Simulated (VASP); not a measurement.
# CoO (Fm-3m) in VASP: a series of runs

Aim: see how the results for CoO move with the level of theory and the settings. Levels: PBE, PBEsol. Tasks: single point.

All numbers are computed with VASP 6.6.1; they aren't measurements. Logs are shortened: lines on timing, memory, paths and dates and some standing lists are left out, and cuts for length are marked.

### 1 The cell of the first run

It takes space group Fm-3m (No. 225, cubic). Conventional cell: a = 4.234 Å, b = 4.234 Å, c = 4.234 Å, α = 90.00°, β = 90.00°, γ = 90.00°. Within 2.8 Å of Co (site symmetry m-3m) lie 6 O at 2.12 Å. Within 2.8 Å of O (site symmetry m-3m) lie 6 Co at 2.12 Å.

### 2 Single point, PBE, collinear spin, ferromagnetic start

Contents of INCAR:

```
  PREC = Accurate
  ENCUT = 700
  EDIFF = 1E-6
  ISMEAR = -1
  SIGMA = 0.05
  LREAL = F
  LASPH = T
  NELM = 200
  ALGO = Normal
  ISIF = 2
  LWAVE = F
  LCHARG = F
  ISPIN = 2
  MAGMOM = 2 0
  LORBIT = 11
  LMAXMIX = 4
  GGA = PE
  NBANDS = 22
  GGA_COMPAT = F
```

Contents of KPOINTS:

```
Automatic mesh
0
Gamma
  11 11 11
```

Contents of POSCAR:

```
CoO
1.0
    0.0000000000      2.1171941998      2.1171941998
    2.1171941998      0.0000000000      2.1171941998
    2.1171941998      2.1171941998      0.0000000000
Co O
1 1
Direct
    0.0000000000      0.0000000000      0.0000000000
    0.5000000000      0.5000000000      0.5000000000
```

Potentials or basis: VASP PAW PBE potentials, release 64 (Co_sv, O).

Started as:

```console
$ cat potpaw_PBE.64/Co_sv/POTCAR potpaw_PBE.64/O/POTCAR > POTCAR
$ mpirun -np 1 vasp_std > vasp.out
```

OUTCAR:

```text
PREC = Accurate
   ENCUT = 700
   EDIFF = 1E-6
   ISMEAR = -1
   LREAL = F
   LASPH = T
   NELM = 200
   ISIF = 2
   ISPIN = 2
   LORBIT = 11
   GGA = PE

 ion  position               nearest neighbor table
   1  0.000  0.000  0.000-   2 2.12   2 2.12   2 2.12   2 2.12   2 2.12   2 2.12
   2  0.500  0.500  0.500-   1 2.12   1 2.12   1 2.12   1 2.12   1 2.12   1 2.12

  LATTYP: Found a face centered cubic cell.
 ALAT       =     4.2343883996

  Lattice vectors:

 A1 = (   0.0000000000,   2.1171941998,   2.1171941998)
 A2 = (   2.1171941998,   0.0000000000,   2.1171941998)
 A3 = (   2.1171941998,   2.1171941998,   0.0000000000)

Analysis of symmetry for initial positions (statically):
=====================================================================
 Subroutine PRICEL returns:
 Original cell was already a primitive cell.

 Routine SETGRP: Setting up the symmetry group for a
 face centered cubic supercell.

 Subroutine GETGRP returns: Found 48 space group operations
 (whereof 48 operations were pure point group operations)
 out of a pool of 48 trial point group operations.

The static configuration has the point symmetry O_h .

Analysis of symmetry for dynamics (positions and initial velocities):
=====================================================================
 Subroutine PRICEL returns:
 Original cell was already a primitive cell.

 Routine SETGRP: Setting up the symmetry group for a
 face centered cubic supercell.

 Subroutine GETGRP returns: Found 48 space group operations
 (whereof 48 operations were pure point group operations)
 out of a pool of 48 trial point group operations.

The dynamic configuration has the point symmetry O_h .

Analysis of structural, dynamic, and magnetic symmetry:
=====================================================================
 Subroutine PRICEL returns:
 Original cell was already a primitive cell.

 Routine SETGRP: Setting up the symmetry group for a
 face centered cubic supercell.

 Subroutine GETGRP returns: Found 48 space group operations
 (whereof 48 operations were pure point group operations)
 out of a pool of 48 trial point group operations.

The overall configuration has the point symmetry O_h .

 Subroutine INISYM returns: Found 48 space group operations
 (whereof 48 operations are pure point group operations),
 and found     1 'primitive' translations

----------------------------------------------------------------------------------------

                                     Primitive cell

  volume of cell :      18.9807

  direct lattice vectors                    reciprocal lattice vectors
     0.000000000  2.117194200  2.117194200    -0.236161614  0.236161614  0.236161614
     2.117194200  0.000000000  2.117194200     0.236161614 -0.236161614  0.236161614
     2.117194200  2.117194200  0.000000000     0.236161614  0.236161614 -0.236161614

  length of vectors
     2.994164752  2.994164752  2.994164752     0.409043915  0.409043915  0.409043915

  position of ions in fractional coordinates (direct lattice)
     0.000000000  0.000000000  0.000000000
     0.500000000  0.500000000  0.500000000

  ion indices of the primitive-cell ions
   primitive index   ion index
                 1           1
                 2           2

----------------------------------------------------------------------------------------

 KPOINTS: Automatic mesh

Automatic generation of k-mesh.
 Grid dimensions read from file:
 generate k-points for:   11   11   11

 Generating k-lattice:

  Cartesian coordinates                     Fractional coordinates (reciprocal lattice)
    -0.021469238  0.021469238  0.021469238     0.090909091  0.000000000  0.000000000
     0.021469238 -0.021469238  0.021469238     0.000000000  0.090909091  0.000000000
     0.021469238  0.021469238 -0.021469238     0.000000000  0.000000000  0.090909091

  Length of vectors
     0.037185810  0.037185810  0.037185810

  Shift w.r.t. Gamma in fractional coordinates (k-lattice)
     0.000000000  0.000000000  0.000000000

 Subroutine IBZKPT returns following result:
 ===========================================

 Found     56 irreducible k-points:

 Following reciprocal coordinates:
            Coordinates               Weight
  0.000000  0.000000  0.000000      1.000000
  0.090909  0.000000  0.000000      8.000000
  0.181818  0.000000  0.000000      8.000000
  0.272727  0.000000  0.000000      8.000000
  0.363636  0.000000  0.000000      8.000000
  0.454545  0.000000  0.000000      8.000000
[... 16 lines left out ...]
 -0.272727  0.181818  0.000000     24.000000
 -0.181818  0.181818  0.000000     12.000000
 [... further k-points ...]
   k-points           NKPTS =     56   k-points in BZ     NKDIM =     56   number of bands    NBANDS=     22
   number of dos      NEDOS =    301   number of ions     NIONS =      2
   total plane-waves  NPLWV =  21952
   dimension x,y,z NGX =    28 NGY =   28 NGZ =   28
   dimension x,y,z NGXF=    56 NGYF=   56 NGZF=   56
   ions per type =               1   1
   NGX,Y,Z   is equivalent  to a cutoff of  15.55, 15.55, 15.55 a.u.
   NGXF,Y,Z  is equivalent  to a cutoff of  31.09, 31.09, 31.09 a.u.
 SYSTEM =  unknown system
   PREC   = accura    normal or accurate (medium, high low for compatibility)
   ISTART =      0    job   : 0-new  1-cont  2-samecut
   ICHARG =      2    charge: 1-file 2-atom 10-const
   ISPIN  =      2    spin polarized calculation?
   LNONCOLLINEAR =      F non collinear calculations
   LSORBIT =      F    spin-orbit coupling
   LASPH  =      T    aspherical Exc in radial PAW
   ENCUT  =  700.0 eV  51.45 Ry    7.17 a.u.   6.46  6.46  6.46*2*pi/ulx,y,z
   NELM   =    200;   NELMIN=  2; NELMDL= -5     # of ELM steps
   EDIFF  = 0.1E-05   stopping-criterion for ELM
   LREAL  =      F    real-space projection
   EDIFFG = 0.1E-04   stopping-criterion for IOM
   NSW    =      0    number of steps for IOM
   IBRION =     -1    ionic relax: 0-MD 1-quasi-New 2-CG
   NFREE  =      0    steps in history (QN), initial steepest desc. (CG)
   ISIF   =      2    stress and relaxation
   ISYM   =      2    0-nonsym 1-usesym 2-fastsym
   POTIM  = 0.5000    time-step for ionic-motion
   TEBEG  =    0.0;   TEEND  =   0.0 temperature during run
   PSTRESS=    0.0 pullay stress
   NELECT =      23.0000    total number of electrons
   NUPDOWN=      -1.0000    fix difference up-down
   EMIN   =  10.00;   EMAX   =-10.00  energy-range for DOS
   EFERMI =   0.00;   METHOD = LEGACY
   ISMEAR =    -1;   SIGMA  =   0.05  broadening in eV -4-tet -1-fermi 0-gaus
   EFERMI_NEDOS =   21; number of points for ismear=-14 and -15
   IALGO  =     38    algorithm
   IMIX   =      4    mixing-type and parameters
     AMIX     =   0.40;   BMIX     =  1.00
     AMIX_MAG =   1.60;   BMIX_MAG =  1.00
  volume/ion in A,a.u.               =       9.49        64.04
  Fermi-wavevector in a.u.,A,eV,Ry     =   1.745340  3.298215 41.446234  3.046212
  Thomas-Fermi vector in A             =   2.817046
   LORBIT       =     11    0 simple, 1 ext, 2 COOP (PROOUT), +10 PAW based schemes
   GGA     = PE    functional components
   LHFCALC =     F    Hartree Fock is set to
   AEXX    =    0.0000 exact exchange contribution
   IVDW    =     0    specifies the selected vdW correction
   LEPSILON=     F    determine dielectric tensor
   LRPA    =     F    only Hartree local field effects (RPA)
 spin polarized calculation
  energy-cutoff  :      700.00
  volume of cell :       18.98
 maximum number of plane-waves:       821
 NGX is ok and might be reduce to    28
   NGX = 13   NGY = 13   NGZ = 13

 number of electron      23.0000001 magnetization       2.8765395

 Free energy of the ion-electron system (eV)
  ---------------------------------------------------
  ext. energy  EPLUGINS =         0.00000000
  ---------------------------------------------------
  free energy    TOTEN  =       -13.14722912 eV

  energy without entropy =      -13.11344974  energy(sigma->0) =      -13.13033943

 E-fermi :   9.1963     XC(G=0): -12.7986

 val. band max:        9.1953752780   @ k =  -0.1818   0.2727   0.0909
 cond. band min:       9.1977945239   @ k =  -0.1818   0.2727   0.0909
 fundamental gap:      0.0024192459
 Fermi energy:         9.1963108870

 spin component 1

 k-point     1 :       0.0000    0.0000    0.0000
  band No.  band energies     occupation
      1     -87.6846      1.00000
      2     -50.9350      1.00000
      3     -50.9350      1.00000
      4     -50.9350      1.00000
      5     -11.2128      1.00000
      6       5.9163      1.00000
[... 14 lines left out ...]
     21      30.8271      0.00000
     22      34.1396      0.00000
[... 552 lines left out ...]
  band No.  band energies     occupation
      1     -87.6820      1.00000
      2     -50.9570      1.00000
      3     -50.9446      1.00000
      4     -50.9377      1.00000
      5     -10.4444      1.00000
      6       2.3984      1.00000
[... 14 lines left out ...]
     21      37.1291      0.00000
     22      38.8992      0.00000

 [... further k-points ...]

 spin component 2

 k-point     1 :       0.0000    0.0000    0.0000
  band No.  band energies     occupation
      1     -84.6597      1.00000
      2     -47.9821      1.00000
      3     -47.9820      1.00000
      4     -47.9820      1.00000
      5     -10.7320      1.00000
      6       6.4812      1.00000
[... 14 lines left out ...]
     21      31.8252      0.00000
     22      35.0245      0.00000
[... 552 lines left out ...]
  band No.  band energies     occupation
      1     -84.6568      1.00000
      2     -48.0081      1.00000
      3     -47.9932      1.00000
      4     -47.9852      1.00000
      5      -9.9394      1.00000
      6       3.1163      1.00000
[... 14 lines left out ...]
     21      37.7326      0.00000
     22      39.4649      0.00000

 [... further k-points ...]

------------------------ aborting loop because EDIFF is reached ----------------------------------------

  FORCE on cell =-STRESS in cart. coord.  units (eV):
  Direction    XX          YY          ZZ          XY          YZ          ZX
  --------------------------------------------------------------------------------------
  -------------------------------------------------------------------------------------
  Total        0.0520063      0.0520063      0.0520063     -0.0000000     -0.0000000      0.0000000
  in kB        4.3899003      4.3899003      4.3899003     -0.0000000     -0.0000000      0.0000000
  external PRESSURE =       4.3899003 kB  Pullay stress =       0.0000000 kB

 VOLUME and BASIS-vectors are now :
 -----------------------------------------------------------------------------
  energy-cutoff  :      700.00
  volume of cell :       18.98
      direct lattice vectors                 reciprocal lattice vectors
     0.000000000  2.117194200  2.117194200    -0.236161614  0.236161614  0.236161614
     2.117194200  0.000000000  2.117194200     0.236161614 -0.236161614  0.236161614
     2.117194200  2.117194200  0.000000000     0.236161614  0.236161614 -0.236161614

 POSITION                                       TOTAL-FORCE (eV/Angst)
 -----------------------------------------------------------------------------------
      0.00000      0.00000      0.00000         0.000000      0.000000     -0.000000
      2.11719      2.11719      2.11719         0.000000      0.000000      0.000000
 -----------------------------------------------------------------------------------
    total drift:                                0.000000      0.000000      0.000000

  FREE ENERGIE OF THE ION-ELECTRON SYSTEM (eV)
  ---------------------------------------------------
  free  energy   TOTEN  =       -13.1472291202 eV

  energy  without entropy=      -13.1134497390  energy(sigma->0) =      -13.13033943

 total charge

# of ion       s       p       d       tot
------------------------------------------
    1        2.143   6.065   6.677  14.885
    2        1.552   3.438   0.000   4.989
--------------------------------------------------
tot          3.695   9.503   6.677  19.874

 magnetization (x)

# of ion       s       p       d       tot
------------------------------------------
    1        0.014   0.011   2.465   2.489
    2        0.029   0.255   0.000   0.285
--------------------------------------------------
tot          0.043   0.266   2.465   2.774
```

It took 1.9 min on 1 thread of Intel Xeon Platinum 8259CL at 2.50GHz (Skylake/Cascade Lake), shared host; peak memory 0.2 GiB.

What came out:

* Free energy: -13.1472 eV
* Pressure: 0.4 GPa
* Net moment: 2.88 μB per cell
* Site moments: Co +2.49; O +0.28 μB
* Valence electrons inside the program's atomic spheres: Co 14.88; O 4.99

Levels at points of the mesh, in eV from the Fermi level:
Spin up:
```csv
k point,band 11,band 12,band 13,band 14,band 15,band 16
"(0.00, 0.00, 0.00)",-3.09,-3.09,-3.09,1.02,16.81,18.17
```
Spin down:
```
           k point  band 6  band 7  band 8  band 9  band 10  band 11  band 12  band 13  band 14  band 15
(0.00, 0.00, 0.00)   -2.72   -2.72   -2.72   -1.14    -1.14    -1.14     0.06     0.06     1.55    16.71
```

Caveat: a cell with one magnetic atom can't hold antiferromagnetic order, which such compounds often take; semilocal functionals often make such compounds metallic where correlation or magnetic order opens a gap, which also shifts bond lengths.

### 3 Single point, PBEsol, collinear spin, ferromagnetic start

This run uses another cell than the first one, of 9.68 Å³/atom.

Contents of INCAR:

```
SYSTEM = CoO
PREC     = Accurate       ! precision mode
ENCUT    = 700            ! plane-wave cutoff, eV
EDIFF    = 1E-6           ! SCF threshold, eV
ISMEAR   = -1             ! smearing method
SIGMA    = 0.05           ! smearing width, eV
LREAL    = .False.        ! projectors in reciprocal space
LASPH    = .True.         ! aspherical terms in the spheres
NELM     = 200            ! most SCF steps
ALGO     = Normal         ! electronic algorithm
ISIF     = 2              ! what is computed and relaxed
LWAVE    = .False.        ! write WAVECAR
LCHARG   = .False.        ! write CHGCAR
ISPIN    = 2              ! spin polarisation
MAGMOM   = 3.5 0          ! initial moments
LORBIT   = 11             ! projections on sites
LMAXMIX  = 4              ! l up to which the mixer works
GGA      = PS             ! functional
NBANDS   = 22             ! bands
GGA_COMPAT= .False.
```

Contents of KPOINTS:

```
regular mesh
0
Gamma
  11 11 11
  0 0 0
```

Contents of POSCAR:

```
CoO
1.0
    0.0000000000      2.1315000000      2.1315000000
    2.1315000000      0.0000000000      2.1315000000
    2.1315000000      2.1315000000      0.0000000000
Co O
1 1
Direct
    0.0000000000      0.0000000000      0.0000000000
    0.5000000000      0.5000000000      0.5000000000
```

Potentials or basis: VASP PAW PBE potentials, release 64 (Co_sv, O).

Started as:

```console
$ cat potpaw_PBE.64/Co_sv/POTCAR potpaw_PBE.64/O/POTCAR > POTCAR
$ mpirun -np 1 vasp_std > vasp.out
```

Run time: 88 s. Hardware: 1 thread of Intel Xeon Platinum 8259CL at 2.50GHz (Skylake/Cascade Lake), shared host; peak memory 0.21 GiB.

It converged, with:

```
Free energy                                           : -14.0382 eV
Pressure                                              : -11.8 GPa
Net moment                                            : 2.95 μB per cell
Site moments                                          : Co +2.53; O +0.32 μB
Valence electrons inside the program's atomic spheres : Co 14.87; O 4.95
```

Levels at points of the mesh, in eV from the Fermi level:
Spin up:
| k point | band 11 | band 12 | band 13 | band 14 | band 15 | band 16 |
| --- | --- | --- | --- | --- | --- | --- |
| (0.00, 0.00, 0.00) | -3.17 | -3.17 | -3.17 | 0.76 | 16.47 | 17.79 |
Spin down:
```csv
k point,band 6,band 7,band 8,band 9,band 10,band 11,band 12,band 13,band 14,band 15
"(0.00, 0.00, 0.00)",-2.65,-2.65,-2.65,-1.11,-1.11,-1.11,-0.12,-0.11,1.32,16.40
```

Caveat: the cell stands under tension; the PAW data sets were made with another functional, which shifts forces and pressure a little; a cell with one magnetic atom can't hold antiferromagnetic order, which such compounds often take; semilocal functionals often make such compounds metallic where correlation or magnetic order opens a gap, which also shifts bond lengths. With open d or f shells a metallic result of PBEsol can be an artefact of self-interaction; +U or a hybrid may open a gap.
